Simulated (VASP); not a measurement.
Crystal: HfO2 (pbe).

```
Hf O
1.0
     5.09672    0.00000    0.00000
     0.00000    5.09672    0.00000
     0.00000    0.00000    5.09672
Hf O
4 8
Direct
  0.00000 0.00000 0.00000
  0.00000 0.50000 0.50000
  0.50000 0.00000 0.50000
  0.50000 0.50000 0.00000
  0.25000 0.25000 0.75000
  0.25000 0.75000 0.75000
  0.25000 0.75000 0.25000
  0.25000 0.25000 0.25000
  0.75000 0.25000 0.25000
  0.75000 0.75000 0.25000
  0.75000 0.75000 0.75000
  0.75000 0.25000 0.75000
```

| Quantity | Value |
| --- | --- |
| Program | VASP 6.6.1 |
| Task | relaxation of cell and atoms |
| Functional | PBE |
| Potentials or basis | VASP PAW PBE potentials, release 64 (Hf_pv, O) |
| Cutoff | 600 eV |
| k mesh | 6 × 6 × 6 |
| Occupations | gaussian, width 0.02 eV |
| Spin | no spin polarisation |

At the start: pressure -3.8 GPa; volume 11.03 Å³/atom.

Q: How do energy, volume and symmetry change on relaxing?

A: Over 3 steps the energy falls by 2.0 meV/atom and the volume is 10.87 Å³/atom (-1.5 %); space group Fm-3m (No. 225, to 0.05 Å).

Step by step:
| step | energy change (eV) | largest force (eV/Å) | pressure (GPa) | volume (Å³) |
| --- | --- | --- | --- | --- |
| 1 | 0.0000 | 0.0000 | -3.76 | 132.40 |
| 2 | 0.0275 | 0.0000 | 5.88 | 127.50 |
| 3 | -0.0241 | 0.0000 | -0.02 | 130.38 |

Final structure:
```
Hf O
1.0
     5.07074    0.00000    0.00000
     0.00000    5.07074    0.00000
     0.00000    0.00000    5.07074
Hf O
4 8
Direct
  0.00000 0.00000 0.00000
  0.00000 0.50000 0.50000
  0.50000 0.00000 0.50000
  0.50000 0.50000 0.00000
  0.25000 0.25000 0.75000
  0.25000 0.75000 0.75000
  0.25000 0.75000 0.25000
  0.25000 0.25000 0.25000
  0.75000 0.25000 0.25000
  0.75000 0.75000 0.25000
  0.75000 0.75000 0.75000
  0.75000 0.25000 0.75000
```
